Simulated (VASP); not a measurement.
# CuO (Cc) in VASP: a series of runs

The runs below take CuO through single point, with r2SCAN.

Program: VASP 6.6.1. These are calculated values, not measurements. Logs are shortened: lines on timing, memory, paths and dates and some standing lists are left out, and cuts for length are marked.

## Step 1: The cell of the first run

Symmetry: Cc, No. 9, monoclinic system. The conventional cell has a = 4.689 Å, b = 3.427 Å, c = 5.132 Å, α = 90.00°, β = 99.65°, γ = 90.00°. Cu (site symmetry 1) has 4 O at 1.91 to 2.02 Å within 2.5 Å. Within 2.5 Å of O (site symmetry 1) lie 4 Cu at 1.91 to 2.02 Å.

## Step 2: Single point, r2SCAN, collinear spin, ferromagnetic start

POSCAR reads:

```
CuO
1.0
    2.3446500000     -1.7134000000      0.0000000000
    2.3446500000      1.7134000000      0.0000000000
   -0.8605500000      0.0000000000      5.0594400000
Cu O
2 2
Direct
    0.0032000000      0.4968000000      0.0000000000
    0.4968000000      0.0032000000      0.5000000000
    0.5714000000      0.4056000000      0.2537000000
    0.4056000000      0.5714000000      0.7537000000
```

INCAR.step1 reads:

```
SYSTEM = CuO
PREC = Accurate ; ENCUT = 520
ISMEAR = 0 ; SIGMA = 0.1
LREAL = .FALSE. ; LASPH = .TRUE.
NELM = 150 ; ISPIN = 2
MAGMOM = 0.7 0.7 0.35 0.35 ; LMAXMIX = 4
NBANDS = 29 ; GGA = PE
ALGO = Normal ; EDIFF = 1E-4
LWAVE = .TRUE. ; LCHARG = .FALSE.
```

INCAR.step2 reads:

```
SYSTEM = CuO
PREC = Accurate ; ENCUT = 520
EDIFF = 1E-6 ; ISMEAR = 0
SIGMA = 0.1 ; LREAL = .FALSE.
LASPH = .TRUE. ; NELM = 150
ALGO = Normal ; ISIF = 2
LWAVE = .FALSE. ; LCHARG = .TRUE.
ISPIN = 2 ; MAGMOM = 0.7 0.7 0.35 0.35
LORBIT = 11 ; LMAXMIX = 4
METAGGA = R2SCAN ; LMIXTAU = .TRUE.
LELF = .TRUE. ; LVHAR = .TRUE.
NBANDS = 29 ; ISTART = 1
```

KPOINTS reads:

```
regular mesh
0
G
  6 6 4
  0 0 0
```

Potentials or basis: VASP PAW PBE potentials, release 64 (Cu, O).

Launch:

```
$ cat potpaw_PBE.64/Cu/POTCAR potpaw_PBE.64/O/POTCAR > POTCAR
$ cp INCAR.step1 INCAR
$ mpirun -np 1 vasp_std > vasp.out
$ cp INCAR.step2 INCAR
$ mpirun -np 1 vasp_std > vasp.out
```

OUTCAR:

```text
SYSTEM = CuO
   PREC = Accurate
   ENCUT = 520
   EDIFF = 1E-6
   ISMEAR = 0
   LREAL = .FALSE.
   LASPH = .TRUE.
   NELM = 150
   ISIF = 2
   ISPIN = 2
   LORBIT = 11
   METAGGA = R2SCAN
   ISTART = 1

 ion  position               nearest neighbor table
   1  0.003  0.497  0.000-   4 1.91   3 1.93   4 1.98   3 2.02
   2  0.497  0.003  0.500-   3 1.91   4 1.93   3 1.98   4 2.02
   3  0.571  0.406  0.254-   2 1.91   1 1.93   2 1.98   1 2.02
   4  0.406  0.571  0.754-   1 1.91   2 1.93   1 1.98   2 2.02

  LATTYP: Found a base centered monoclinic cell.
 ALAT       =     4.6893000000
 B/A-ratio  =     0.7307700510
 C/A-ratio  =     1.0944283424
 COS(beta)  =    -0.1676798048

  Lattice vectors:

 A1 = (   2.3446500000,  -1.7134000000,   0.0000000000)
 A2 = (   2.3446500000,   1.7134000000,   0.0000000000)
 A3 = (  -0.8605500000,   0.0000000000,   5.0594400000)

Analysis of symmetry for initial positions (statically):
=====================================================================
 Subroutine PRICEL returns:
 Original cell was already a primitive cell.

 Routine SETGRP: Setting up the symmetry group for a
 base centered monoclinic supercell.

 Subroutine GETGRP returns: Found  2 space group operations
 (whereof  1 operations were pure point group operations)
 out of a pool of  4 trial point group operations.

The static configuration has the point symmetry C_1 .
 The point group associated with its full space group is C_1h.

Analysis of symmetry for dynamics (positions and initial velocities):
=====================================================================
 Subroutine PRICEL returns:
 Original cell was already a primitive cell.

 Routine SETGRP: Setting up the symmetry group for a
 base centered monoclinic supercell.

 Subroutine GETGRP returns: Found  2 space group operations
 (whereof  1 operations were pure point group operations)
 out of a pool of  4 trial point group operations.

The dynamic configuration has the point symmetry C_1 .
 The point group associated with its full space group is C_1h.

Analysis of structural, dynamic, and magnetic symmetry:
=====================================================================
 Subroutine PRICEL returns:
 Original cell was already a primitive cell.

 Routine SETGRP: Setting up the symmetry group for a
 base centered monoclinic supercell.

 Subroutine GETGRP returns: Found  2 space group operations
 (whereof  1 operations were pure point group operations)
 out of a pool of  4 trial point group operations.

The overall configuration has the point symmetry C_1 .
 The point group associated with its full space group is C_1h.

 Subroutine INISYM returns: Found  2 space group operations
 (whereof  1 operations are pure point group operations),
 and found     1 'primitive' translations

----------------------------------------------------------------------------------------

                                     Primitive cell

  volume of cell :      40.6508

  direct lattice vectors                    reciprocal lattice vectors
     2.344650000 -1.713400000  0.000000000     0.213251445 -0.291817439  0.036271510
     2.344650000  1.713400000  0.000000000     0.213251445  0.291817439  0.036271510
    -0.860550000  0.000000000  5.059440000     0.000000000  0.000000000  0.197650333

  length of vectors
     2.903984019  2.903984019  5.132102826     0.363248151  0.363248151  0.197650333

  position of ions in fractional coordinates (direct lattice)
     0.003200000  0.496800000  0.000000000
     0.496800000  0.003200000  0.500000000
     0.571400000  0.405600000  0.253700000
     0.405600000  0.571400000  0.753700000

  ion indices of the primitive-cell ions
   primitive index   ion index
                 1           1
                 2           2
                 3           3
                 4           4

----------------------------------------------------------------------------------------

 KPOINTS: regular mesh

Automatic generation of k-mesh.
 Grid dimensions read from file:
 generate k-points for:    6    6    4

 Generating k-lattice:

  Cartesian coordinates                     Fractional coordinates (reciprocal lattice)
     0.035541907 -0.048636240  0.006045252     0.166666667 -0.000000000  0.000000000
     0.035541907  0.048636240  0.006045252    -0.000000000  0.166666667  0.000000000
     0.000000000  0.000000000  0.049412583     0.000000000  0.000000000  0.250000000

  Length of vectors
     0.060541358  0.060541358  0.049412583

  Shift w.r.t. Gamma in fractional coordinates (k-lattice)
     0.000000000  0.000000000  0.000000000

 Subroutine IBZKPT returns following result:
 ===========================================

 Found     47 irreducible k-points:

 Following reciprocal coordinates:
            Coordinates               Weight
  0.000000  0.000000  0.000000      1.000000
  0.166667  0.000000 -0.000000      4.000000
  0.333333 -0.000000  0.000000      4.000000
  0.500000  0.000000  0.000000      2.000000
  0.166667  0.166667 -0.000000      2.000000
  0.333333  0.166667  0.000000      4.000000
[... 16 lines left out ...]
 -0.333333  0.166667  0.250000      4.000000
 -0.166667  0.166667  0.250000      4.000000
 [... further k-points ...]
   k-points           NKPTS =     47   k-points in BZ     NKDIM =     47   number of bands    NBANDS=     29
   number of dos      NEDOS =    301   number of ions     NIONS =      4
   total plane-waves  NPLWV =  23040
   dimension x,y,z NGX =    24 NGY =   24 NGZ =   40
   dimension x,y,z NGXF=    48 NGYF=   48 NGZF=   80
   ions per type =               2   2
   NGX,Y,Z   is equivalent  to a cutoff of  13.74, 13.74, 12.96 a.u.
   NGXF,Y,Z  is equivalent  to a cutoff of  27.48, 27.48, 25.91 a.u.
 SYSTEM =  CuO
   PREC   = accura    normal or accurate (medium, high low for compatibility)
   ISTART =      1    job   : 0-new  1-cont  2-samecut
   ICHARG =      0    charge: 1-file 2-atom 10-const
   ISPIN  =      2    spin polarized calculation?
   LNONCOLLINEAR =      F non collinear calculations
   LSORBIT =      F    spin-orbit coupling
   LASPH  =      T    aspherical Exc in radial PAW
   ENCUT  =  520.0 eV  38.22 Ry    6.18 a.u.   5.40  5.40  9.54*2*pi/ulx,y,z
   NELM   =    150;   NELMIN=  2; NELMDL=  0     # of ELM steps
   EDIFF  = 0.1E-05   stopping-criterion for ELM
   LREAL  =      F    real-space projection
   EDIFFG = 0.1E-04   stopping-criterion for IOM
   NSW    =      0    number of steps for IOM
   IBRION =     -1    ionic relax: 0-MD 1-quasi-New 2-CG
   NFREE  =      0    steps in history (QN), initial steepest desc. (CG)
   ISIF   =      2    stress and relaxation
   ISYM   =      2    0-nonsym 1-usesym 2-fastsym
   POTIM  = 0.5000    time-step for ionic-motion
   TEBEG  =    0.0;   TEEND  =   0.0 temperature during run
   PSTRESS=    0.0 pullay stress
   NELECT =      34.0000    total number of electrons
   NUPDOWN=      -1.0000    fix difference up-down
   EMIN   =  10.00;   EMAX   =-10.00  energy-range for DOS
   EFERMI =   0.00;   METHOD = LEGACY
   ISMEAR =     0;   SIGMA  =   0.10  broadening in eV -4-tet -1-fermi 0-gaus
   EFERMI_NEDOS =   21; number of points for ismear=-14 and -15
   IALGO  =     38    algorithm
   IMIX   =      4    mixing-type and parameters
     AMIX     =   0.40;   BMIX     =  1.00
     AMIX_MAG =   1.60;   BMIX_MAG =  1.00
  volume/ion in A,a.u.               =      10.16        68.58
  Fermi-wavevector in a.u.,A,eV,Ry     =   1.542451  2.914810 32.370373  2.379155
  Thomas-Fermi vector in A             =   2.648254
   LORBIT       =     11    0 simple, 1 ext, 2 COOP (PROOUT), +10 PAW based schemes
   METAGGA = R2SCAN    functional components
   LHFCALC =     F    Hartree Fock is set to
   AEXX    =    0.0000 exact exchange contribution
   IVDW    =     0    specifies the selected vdW correction
   LEPSILON=     F    determine dielectric tensor
   LRPA    =     F    only Hartree local field effects (RPA)
 spin polarized calculation
 Gauss-broadening in eV      SIGMA  =   0.10
  energy-cutoff  :      520.00
  volume of cell :       40.65
 maximum number of plane-waves:      1129
 NGX is ok and might be reduce to    24
   NGX = 11   NGY = 11   NGZ = 19

 number of electron      33.9999999 magnetization      -0.0132136

 number of electron      33.9999999 magnetization       0.0001833

 Free energy of the ion-electron system (eV)
  ---------------------------------------------------
  ext. energy  EPLUGINS =         0.00000000
  ---------------------------------------------------
  free energy    TOTEN  =       -36.32917843 eV

  energy without entropy =      -36.31643758  energy(sigma->0) =      -36.32280800

 E-fermi :   5.4874     XC(G=0): -12.5993

 val. band max:        5.4765311209   @ k =   0.5000   0.0000   0.0000
 cond. band min:       5.4879307624   @ k =   0.3333   0.3333   0.2500
 fundamental gap:      0.0113996415
 Fermi energy:         5.4874346003

 spin component 1

 k-point     1 :       0.0000    0.0000    0.0000
  band No.  band energies     occupation
      1     -15.5635      1.00000
      2     -14.2938      1.00000
      3      -2.8538      1.00000
      4      -0.2517      1.00000
      5       0.1009      1.00000
      6       1.9173      1.00000
[... 21 lines left out ...]
     28      25.0072      0.00000
     29      26.6962      0.00000

 k-point     2 :       0.1667    0.0000   -0.0000
  band No.  band energies     occupation
      1     -15.3916      1.00000
      2     -14.2384      1.00000
      3      -2.5655      1.00000
      4      -0.3135      1.00000
      5       0.0378      1.00000
      6       0.4847      1.00000
[... 696 lines left out ...]
 k-point    24 :      -0.1667    0.1667    0.2500
  band No.  band energies     occupation
      1     -15.0458      1.00000
      2     -14.3315      1.00000
      3      -1.8311      1.00000
      4      -0.5819      1.00000
      5      -0.1944      1.00000
      6       0.0967      1.00000
[... 21 lines left out ...]
     28      28.4097      0.00000
     29      28.7906      0.00000

 [... further k-points ...]

 spin component 2

 k-point     1 :       0.0000    0.0000    0.0000
  band No.  band energies     occupation
      1     -15.5634      1.00000
      2     -14.2937      1.00000
      3      -2.8538      1.00000
      4      -0.2516      1.00000
      5       0.1011      1.00000
      6       1.9173      1.00000
[... 21 lines left out ...]
     28      25.0072      0.00000
     29      26.6962      0.00000

 k-point     2 :       0.1667    0.0000   -0.0000
  band No.  band energies     occupation
      1     -15.3915      1.00000
      2     -14.2384      1.00000
      3      -2.5654      1.00000
      4      -0.3134      1.00000
      5       0.0379      1.00000
      6       0.4848      1.00000
[... 696 lines left out ...]
 k-point    24 :      -0.1667    0.1667    0.2500
  band No.  band energies     occupation
      1     -15.0457      1.00000
      2     -14.3314      1.00000
      3      -1.8311      1.00000
      4      -0.5818      1.00000
      5      -0.1943      1.00000
      6       0.0968      1.00000
[... 21 lines left out ...]
     28      28.4097      0.00000
     29      28.7906      0.00000

 [... further k-points ...]

------------------------ aborting loop because EDIFF is reached ----------------------------------------

  FORCE on cell =-STRESS in cart. coord.  units (eV):
  Direction    XX          YY          ZZ          XY          YZ          ZX
  --------------------------------------------------------------------------------------
  -------------------------------------------------------------------------------------
  Total       -0.1432399      0.2127445     -0.3213366      0.0000000      0.0000000     -0.3276575
  in kB       -5.6455373      8.3849337    -12.6648928      0.0000000      0.0000000    -12.9140204
  external PRESSURE =      -3.3084988 kB  Pullay stress =       0.0000000 kB

 VOLUME and BASIS-vectors are now :
 -----------------------------------------------------------------------------
  energy-cutoff  :      520.00
  volume of cell :       40.65
      direct lattice vectors                 reciprocal lattice vectors
     2.344650000 -1.713400000  0.000000000     0.213251445 -0.291817439  0.036271510
     2.344650000  1.713400000  0.000000000     0.213251445  0.291817439  0.036271510
    -0.860550000  0.000000000  5.059440000     0.000000000  0.000000000  0.197650333

 POSITION                                       TOTAL-FORCE (eV/Angst)
 -----------------------------------------------------------------------------------
      1.17233      0.84573      0.00000        -0.618951      0.353175      0.246850
      0.74205     -0.84573      2.52972        -0.618951     -0.353175      0.246850
      2.07240     -0.28408      1.28358         0.618951      0.315013     -0.246850
      1.64213      0.28408      3.81330         0.618951     -0.315013     -0.246850
 -----------------------------------------------------------------------------------
    total drift:                               -0.014964      0.000000     -0.001788

  FREE ENERGIE OF THE ION-ELECTRON SYSTEM (eV)
  ---------------------------------------------------
  free  energy   TOTEN  =       -36.3291784318 eV

  energy  without entropy=      -36.3164375751  energy(sigma->0) =      -36.32280800

 total charge

# of ion       s       p       d       tot
------------------------------------------
    1        0.379   0.397   9.152   9.928
    2        0.379   0.397   9.152   9.928
    3        1.580   3.412   0.000   4.992
    4        1.580   3.412   0.000   4.992
--------------------------------------------------
tot          3.918   7.619  18.303  29.839

 magnetization (x)

# of ion       s       p       d       tot
------------------------------------------
    1       -0.000   0.000   0.000   0.000
    2       -0.000   0.000   0.000   0.000
    3        0.000   0.000   0.000   0.000
    4        0.000   0.000   0.000   0.000
--------------------------------------------------
tot          0.000   0.000   0.000   0.000
```

Run time: 2.7 min. Hardware: 1 thread of Intel Xeon 6975P-C (Granite Rapids), shared host; peak memory 0.24 GiB.

What came out:

| Item | Value |
| --- | --- |
| Free energy | -36.3292 eV |
| Pressure | -0.3 GPa |
| Largest force | 0.754 eV/Å |
| Band gap on the k mesh | zero (filled and empty bands overlap) |
| Net moment | 0.00 μB per cell |
| Valence electrons inside the program's atomic spheres | Cu 9.93; O 4.99 |

Forces on the atoms (eV/Å):
```
Cu  -0.619  0.353  0.247
Cu  -0.619 -0.353  0.247
O    0.619  0.315 -0.247
O    0.619 -0.315 -0.247
```

Stress tensor (GPa, compression positive):
```
-0.56  0.00 -1.29
 0.00  0.84  0.00
-1.29  0.00 -1.27
```

Levels at points of the mesh, in eV from the Fermi level:
Spin up:
```csv
k point,band 14,band 15,band 16,band 17,band 18,band 19,band 20,band 21
"(0.00, 0.00, 0.00)",-2.40,-2.30,-1.85,0.20,0.95,2.05,6.56,8.72
"(0.50, 0.00, 0.00)",-1.77,-1.64,-1.55,-0.01,0.31,5.34,6.85,7.47
"(0.50, 0.50, 0.00)",-2.27,-1.70,-1.38,-0.75,1.11,3.78,7.56,9.07
"(0.00, 0.00, 0.50)",-2.41,-1.63,-1.63,0.26,0.26,4.32,4.32,12.32
"(0.50, 0.00, 0.50)",-2.34,-1.86,-1.76,-0.12,0.75,5.59,7.03,8.67
"(0.50, 0.50, 0.50)",-1.82,-1.46,-1.46,-0.39,-0.39,5.64,5.64,9.61
```
Spin down:
```tsv
k point	band 15	band 16	band 17	band 18	band 19	band 20
(0.00, 0.00, 0.00)	-2.30	-1.85	0.20	0.95	2.05	6.56
(0.50, 0.00, 0.00)	-1.64	-1.55	-0.01	0.31	5.34	6.85
(0.50, 0.50, 0.00)	-1.70	-1.38	-0.75	1.11	3.78	7.56
(0.00, 0.00, 0.50)	-1.63	-1.63	0.26	0.26	4.32	4.32
(0.50, 0.00, 0.50)	-1.86	-1.76	-0.12	0.75	5.59	7.03
(0.50, 0.50, 0.50)	-1.46	-1.46	-0.39	-0.39	5.64	5.64
```

Caveat: the k points lie up to 0.38 Å⁻¹ apart, too coarse for converged energies and pressures of a metal; the PAW data sets were made with another functional, which shifts forces and pressure a little; semilocal functionals often make such compounds metallic where correlation or magnetic order opens a gap, which also shifts bond lengths.

## Step 3: Single point, r2SCAN, collinear spin, ferromagnetic start

POSCAR is that of step 2.

INCAR.step1 reads:

```
SYSTEM = CuO
PREC = Accurate
ENCUT = 520
ISMEAR = 0
SIGMA = 0.1
LREAL = .False.
LASPH = .True.
NELM = 150
ISPIN = 2
MAGMOM = 0.7 0.7 0.35 0.35
LMAXMIX = 4
NBANDS = 29
GGA = PE
ALGO = Normal
EDIFF = 1E-4
LWAVE = .True.
LCHARG = .False.
```

INCAR.step2 reads:

```
SYSTEM = CuO
PREC = Accurate
ENCUT = 520
EDIFF = 1E-7
ISMEAR = 0
SIGMA = 0.1
LREAL = .False.
LASPH = .True.
NELM = 150
ALGO = Normal
ISIF = 2
LWAVE = .False.
LCHARG = .False.
ISPIN = 2
MAGMOM = 0.7 0.7 0.35 0.35
LORBIT = 11
LMAXMIX = 4
METAGGA = R2SCAN
LMIXTAU = .True.
NBANDS = 29
ISTART = 1
```

KPOINTS reads:

```
Automatic mesh
0
Gamma
  8 8 4
  0 0 0
```

Potentials or basis: VASP PAW PBE potentials, release 64 (Cu, O).

Launch:

```
$ cat potpaw_PBE.64/Cu/POTCAR potpaw_PBE.64/O/POTCAR > POTCAR
$ cp INCAR.step1 INCAR
$ mpirun -np 1 vasp_std > vasp.out
$ cp INCAR.step2 INCAR
$ mpirun -np 1 vasp_std > vasp.out
```

Run time: 4.4 min. Hardware: 1 thread of Intel Xeon 6975P-C (Granite Rapids), shared host; peak memory 0.27 GiB.

The run converged. Its results:

- Free energy: -36.3325 eV
- Pressure: -0.4 GPa
- Largest force: 0.765 eV/Å
- Band gap on the k mesh: zero (filled and empty bands overlap)
- Net moment: 0.00 μB per cell
- Valence electrons inside the program's atomic spheres: Cu 9.93; O 4.99

Forces on the atoms (eV/Å):
```
Cu  -0.632  0.352  0.249
Cu  -0.632 -0.352  0.249
O    0.632  0.308 -0.249
O    0.632 -0.308 -0.249
```

Stress tensor (GPa, compression positive):
```
-0.59  0.00 -1.22
 0.00  0.77  0.00
-1.22  0.00 -1.36
```

Levels at points of the mesh, in eV from the Fermi level:
Spin up:
| k point | band 13 | band 14 | band 15 | band 16 | band 17 | band 18 | band 19 | band 20 | band 21 | band 22 |
| --- | --- | --- | --- | --- | --- | --- | --- | --- | --- | --- |
| (0.00, 0.00, 0.00) | -2.49 | -2.41 | -2.31 | -1.86 | 0.20 | 0.94 | 2.04 | 6.55 | 8.71 | 14.02 |
| (0.50, 0.00, 0.00) | -2.28 | -1.78 | -1.65 | -1.56 | -0.02 | 0.30 | 5.33 | 6.85 | 7.46 | 11.77 |
| (0.50, 0.50, 0.00) | -2.34 | -2.28 | -1.71 | -1.39 | -0.76 | 1.10 | 3.77 | 7.56 | 9.06 | 10.69 |
| (0.00, 0.00, 0.50) | -2.42 | -2.42 | -1.64 | -1.64 | 0.25 | 0.25 | 4.31 | 4.31 | 12.31 | 12.31 |
| (0.50, 0.00, 0.50) | -2.44 | -2.35 | -1.87 | -1.77 | -0.13 | 0.74 | 5.58 | 7.02 | 8.66 | 9.14 |
| (0.50, 0.50, 0.50) | -1.83 | -1.83 | -1.47 | -1.47 | -0.39 | -0.39 | 5.64 | 5.64 | 9.60 | 9.60 |
Spin down:
```tsv
k point	band 15	band 16	band 17	band 18	band 19	band 20
(0.00, 0.00, 0.00)	-2.31	-1.86	0.20	0.94	2.04	6.55
(0.50, 0.00, 0.00)	-1.65	-1.56	-0.02	0.30	5.33	6.85
(0.50, 0.50, 0.00)	-1.71	-1.39	-0.76	1.10	3.77	7.56
(0.00, 0.00, 0.50)	-1.64	-1.64	0.25	0.25	4.31	4.31
(0.50, 0.00, 0.50)	-1.87	-1.77	-0.13	0.74	5.58	7.02
(0.50, 0.50, 0.50)	-1.47	-1.47	-0.39	-0.39	5.64	5.64
```

Caveat: the PAW data sets were made with another functional, which shifts forces and pressure a little; semilocal functionals often make such compounds metallic where correlation or magnetic order opens a gap, which also shifts bond lengths.

The gap in the log of VASP goes by the Fermi energy; the results here count the filled bands.